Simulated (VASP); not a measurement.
Set up this calculation in VASP 6.6.1, as the native input.

```yaml
Task: single point
Functional: PBE
Potentials_or_basis: VASP PAW PBE potentials, release 64 (Si, Bi_d, Te)
Cutoff: 520 eV
k_mesh: 6 × 6 × 2
Occupations: gaussian, width 0.1 eV
Spin: no spin polarisation
Dipole_correction: no
Further_INCAR_settings: ALGO = Normal; EDIFF = 1e-07; NBANDS = 26
```

The structure of Si2BiTe2 lies in POSCAR:

```
Si2BiTe2
1.0
    4.6826785100      0.0000000000      0.0000000000
   -2.3413392600      4.0553185500      0.0000000000
    0.0000000000      0.0000000000      7.9098787900
Si Bi Te
2 1 2
Direct
    0.6666666700      0.3333333300      0.3703289900
    0.3333333300      0.6666666700      0.6296710100
    0.0000000000      0.0000000000      0.0000000000
    0.6666666700      0.3333333300      0.7460269900
    0.3333333300      0.6666666700      0.2539730100
```

These files were run (other wordings do the same):

INCAR

```
ALGO = Normal ; EDIFF = 1E-7
ENCUT = 520 ; GGA = PE
ISIF = 2 ; ISMEAR = 0
LASPH = T ; LCHARG = F
LREAL = F ; LWAVE = F
NBANDS = 26 ; NELM = 100
PREC = Accurate ; SIGMA = 0.1
```

KPOINTS

```
k-points
0
Gamma
  6 6 2
```

Potentials or basis: VASP PAW PBE potentials, release 64 (Si, Bi_d, Te).

Launch:

```bash
$ cat potpaw_PBE.64/Si/POTCAR potpaw_PBE.64/Bi_d/POTCAR potpaw_PBE.64/Te/POTCAR > POTCAR
$ mpirun -np 1 vasp_std > vasp.out
```

It gave:

The pressure is -0.2 GPa and the largest force is 0.515 eV/Å.

Caveat: the k points lie up to 0.40 Å⁻¹ apart.

It took 44 s on 1 thread of Intel(R) Xeon(R) Platinum 8259CL CPU @ 2.50GHz (Skylake/Cascade Lake), on a shared host, peak memory 0.28 GiB.
